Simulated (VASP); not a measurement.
# AlN (P6_3mc) in VASP: notebook, part 2 of 2

VASP 6.6.1.

**4. Single point, LDA**

This run uses another cell than the first one, of 9.06 Å³/atom, 1.026 times its volume.

Input file INCAR:

```
SYSTEM = AlN
PREC     = Accurate       ! precision mode
ENCUT    = 520            ! plane-wave cutoff, eV
EDIFF    = 1E-6           ! SCF threshold, eV
ISMEAR   = 0              ! smearing method
SIGMA    = 0.05           ! smearing width, eV
LREAL    = .False.        ! projectors in reciprocal space
LASPH    = .True.         ! aspherical terms in the spheres
NELM     = 60             ! most SCF steps
ALGO     = Normal         ! electronic algorithm
ISIF     = 2              ! what is computed and relaxed
LWAVE    = .False.        ! write WAVECAR
LCHARG   = .True.         ! write CHGCAR
LELF     = .True.         ! ELF
LVHAR    = .True.       
NBANDS   = 16             ! bands
```

Input file KPOINTS:

```
Automatic mesh
0
Gamma
  9 9 6
  0 0 0
```

Input file POSCAR:

```
AlN
1.0
    3.2211525400      0.0000000000      0.0000000000
   -1.6105762700      2.7895999291      0.0000000000
    0.0000000000      0.0000000000      4.0322059422
Al N
2 2
Direct
    0.3333333333      0.6666666667      0.7773448474
    0.6666666667      0.3333333333      0.2773448474
    0.3333333333      0.6666666667      0.1973259047
    0.6666666667      0.3333333333      0.6973259047
```

Launch:

```console
$ cat potpaw_LDA.64/Al/POTCAR potpaw_LDA.64/N/POTCAR > POTCAR
$ mpirun -np 1 vasp_std > vasp.out
```

It took 6.7 s on 1 thread of Intel Xeon 6975P-C (Granite Rapids), shared host; peak memory 0.14 GiB.

Results (log left out):

| Property | Result |
| --- | --- |
| Free energy | -31.5643 eV |
| Pressure | 28.7 GPa |
| Largest force | 3.840 eV/Å |
| Band gap on the k mesh | 4.40 eV, direct |

Forces in eV/Å, atoms in the order of the input:
```
Al   0.000  0.000 -3.840
Al   0.000  0.000 -3.840
N    0.000  0.000  3.840
N    0.000  0.000  3.840
```

Stress tensor (GPa, compression positive):
```
 5.54  0.00  0.00
 0.00  5.54  0.00
 0.00  0.00 75.10
```

Levels at points of the mesh, in eV from the valence-band top:
```tsv
k point	band 4	band 5	band 6	band 7	band 8	band 9	band 10	band 11	band 12	band 13
(0.00, 0.00, 0.00)	-2.97	-2.97	-1.23	-1.23	0.00	4.40	5.27	9.04	9.04	12.49
(0.00, 0.00, 0.50)	-3.41	-2.14	-2.14	-2.14	-2.14	6.31	6.31	9.21	9.21	9.21
```

Caveat: forces of over 1 eV/Å act on the atoms, so gaps and moduli don't describe the material at rest. A k mesh can miss the band edges.

**5. Single point, LDA**

This run uses another cell than the first one, of 9.06 Å³/atom, 1.026 times its volume.

Input file INCAR:

```
SYSTEM = AlN
PREC = Accurate
ENCUT = 520
EDIFF = 1E-6
ISMEAR = 0
SIGMA = 0.05
LREAL = .False.
LASPH = .True.
NELM = 80
ALGO = Normal
ISIF = 2
LWAVE = .False.
LCHARG = .True.
GGA = CA
LELF = .True.
LVHAR = .True.
NBANDS = 16
```

Input file KPOINTS:

```
regular mesh
0
Gamma
  9 9 6
  0 0 0
```

Input file POSCAR:

```
AlN
1.0
    3.2211525400      0.0000000000      0.0000000000
   -1.6105762700      2.7895999291      0.0000000000
    0.0000000000      0.0000000000      4.0322059422
Al N
2 2
Direct
    0.3333333333      0.6666666667      0.7718758780
    0.6666666667      0.3333333333      0.2718758780
    0.3333333333      0.6666666667      0.2078607238
    0.6666666667      0.3333333333      0.7078607238
```

Potentials or basis: VASP PAW LDA potentials, release 64 (Al, N).

Launch:

```console
$ cat potpaw_LDA.64/Al/POTCAR potpaw_LDA.64/N/POTCAR > POTCAR
$ mpirun -np 1 vasp_std > vasp.out
```

OUTCAR:

```text
SYSTEM = AlN
   PREC = Accurate
   ENCUT = 520
   EDIFF = 1E-6
   ISMEAR = 0
   LREAL = .False.
   LASPH = .True.
   NELM = 80
   ISIF = 2
   GGA = CA

 ion  position               nearest neighbor table
   1  0.333  0.667  0.772-   3 1.76   4 1.88   4 1.88   4 1.88   3 2.27   2 2.74   2 2.74   2 2.74
                             2 2.74   2 2.74   2 2.74
   2  0.667  0.333  0.272-   4 1.76   3 1.88   3 1.88   3 1.88   4 2.27   1 2.74   1 2.74   1 2.74
                             1 2.74   1 2.74   1 2.74
   3  0.333  0.667  0.208-   1 1.76   2 1.88   2 1.88   2 1.88   1 2.27
   4  0.667  0.333  0.708-   2 1.76   1 1.88   1 1.88   1 1.88   2 2.27

  LATTYP: Found a hexagonal cell.
 ALAT       =     3.2211525400
 C/A-ratio  =     1.2517898150

  Lattice vectors:

 A1 = (   3.2211525400,   0.0000000000,   0.0000000000)
 A2 = (  -1.6105762700,   2.7895999291,   0.0000000000)
 A3 = (   0.0000000000,   0.0000000000,   4.0322059422)

Analysis of symmetry for initial positions (statically):
=====================================================================
 Subroutine PRICEL returns:
 Original cell was already a primitive cell.

 Routine SETGRP: Setting up the symmetry group for a
 hexagonal supercell.

 Subroutine GETGRP returns: Found 12 space group operations
 (whereof  6 operations were pure point group operations)
 out of a pool of 24 trial point group operations.

The static configuration has the point symmetry C_3v.
 The point group associated with its full space group is C_6v.

Analysis of symmetry for dynamics (positions and initial velocities):
=====================================================================
 Subroutine PRICEL returns:
 Original cell was already a primitive cell.

 Routine SETGRP: Setting up the symmetry group for a
 hexagonal supercell.

 Subroutine GETGRP returns: Found 12 space group operations
 (whereof  6 operations were pure point group operations)
 out of a pool of 24 trial point group operations.

[... 121 lines left out ...]
   EFERMI_NEDOS =   21; number of points for ismear=-14 and -15
   IALGO  =     38    algorithm
   IMIX   =      4    mixing-type and parameters
     AMIX     =   0.40;   BMIX     =  1.00
     AMIX_MAG =   1.60;   BMIX_MAG =  1.00
  volume/ion in A,a.u.               =       9.06        61.13
  Fermi-wavevector in a.u.,A,eV,Ry     =   1.246664  2.355854 21.145792  1.554172
  Thomas-Fermi vector in A             =   2.380831
   LORBIT       =      0    0 simple, 1 ext, 2 COOP (PROOUT), +10 PAW based schemes
   GGA     = CA    functional components
   LHFCALC =     F    Hartree Fock is set to
   AEXX    =    0.0000 exact exchange contribution
   IVDW    =     0    specifies the selected vdW correction
   LEPSILON=     F    determine dielectric tensor
   LRPA    =     F    only Hartree local field effects (RPA)
 non-spin polarized calculation
 Gauss-broadening in eV      SIGMA  =   0.05
  energy-cutoff  :      520.00
  volume of cell :       36.23
 maximum number of plane-waves:       996
 NGX is ok and might be reduce to    24
   NGX = 11   NGY = 11   NGZ = 15

 number of electron      15.9999995 magnetization

 Free energy of the ion-electron system (eV)
  ---------------------------------------------------
  ext. energy  EPLUGINS =         0.00000000
  ---------------------------------------------------
  free energy    TOTEN  =       -31.95671051 eV

  energy without entropy =      -31.95671051  energy(sigma->0) =      -31.95671051

 E-fermi :   8.5909     XC(G=0): -11.8829

 val. band max:        8.3684029004   @ k =   0.0000   0.0000   0.0000
 cond. band min:      12.6385913960   @ k =   0.0000   0.0000   0.0000
 fundamental gap:      4.2701884956
 Fermi energy:         8.5909020228

 k-point     1 :       0.0000    0.0000    0.0000
  band No.  band energies     occupation
      1      -8.6440      2.00000
      2      -4.4933      2.00000
      3       1.4180      2.00000
      4       5.2135      2.00000
      5       5.2135      2.00000
      6       6.9764      2.00000
[... 433 lines left out ...]
      3       1.6178      2.00000
      4       2.8195      2.00000
      5       2.8195      2.00000
      6       5.4822      2.00000
[... 8 lines left out ...]
     15      20.5394      0.00000
     16      22.7492      0.00000

 [... further k-points ...]
[... 5 lines left out ...]
  --------------------------------------------------------------------------------------
  -------------------------------------------------------------------------------------
  Total        1.9093626      1.9093626     11.5345681      0.0000000     -0.0000000      0.0000000
  in kB       84.4312215     84.4312215    510.0538153      0.0000000     -0.0000000      0.0000000
  external PRESSURE =     226.3054195 kB  Pullay stress =       0.0000000 kB

 VOLUME and BASIS-vectors are now :
 -----------------------------------------------------------------------------
  energy-cutoff  :      520.00
  volume of cell :       36.23
      direct lattice vectors                 reciprocal lattice vectors
     3.221152540  0.000000000  0.000000000     0.310447887  0.179237171  0.000000000
    -1.610576270  2.789599929  0.000000000     0.000000000  0.358474342  0.000000000
     0.000000000  0.000000000  4.032205942     0.000000000  0.000000000  0.248003206

 POSITION                                       TOTAL-FORCE (eV/Angst)
 -----------------------------------------------------------------------------------
     -0.00000      1.85973      3.11236         0.000000     -0.000000     -2.339199
      1.61058      0.92987      1.09626        -0.000000      0.000000     -2.339199
     -0.00000      1.85973      0.83814         0.000000     -0.000000      2.339199
      1.61058      0.92987      2.85424        -0.000000      0.000000      2.339199
 -----------------------------------------------------------------------------------
    total drift:                               -0.000000      0.000000      0.000390

  FREE ENERGIE OF THE ION-ELECTRON SYSTEM (eV)
  ---------------------------------------------------
  free  energy   TOTEN  =       -31.9567105084 eV

  energy  without entropy=      -31.9567105084  energy(sigma->0) =      -31.95671051
```

Wall time 6.9 s (1 thread of Intel Xeon 6975P-C (Granite Rapids), shared host); peak memory 0.14 GiB.

Results:

- Free energy: -31.9567 eV
- Pressure: 22.6 GPa
- Largest force: 2.339 eV/Å
- Band gap on the k mesh: 4.27 eV, direct

Forces on the atoms (eV/Å):
```
Al   0.000  0.000 -2.339
Al   0.000  0.000 -2.339
N    0.000  0.000  2.339
N    0.000  0.000  2.339
```

Stress tensor (GPa, compression positive):
```
 8.44  0.00  0.00
 0.00  8.44  0.00
 0.00  0.00 51.01
```

Caveat: forces of over 1 eV/Å act on the atoms, so gaps and moduli don't describe the material at rest. LDA gaps usually lie below the measured ones, often by a third to a half.
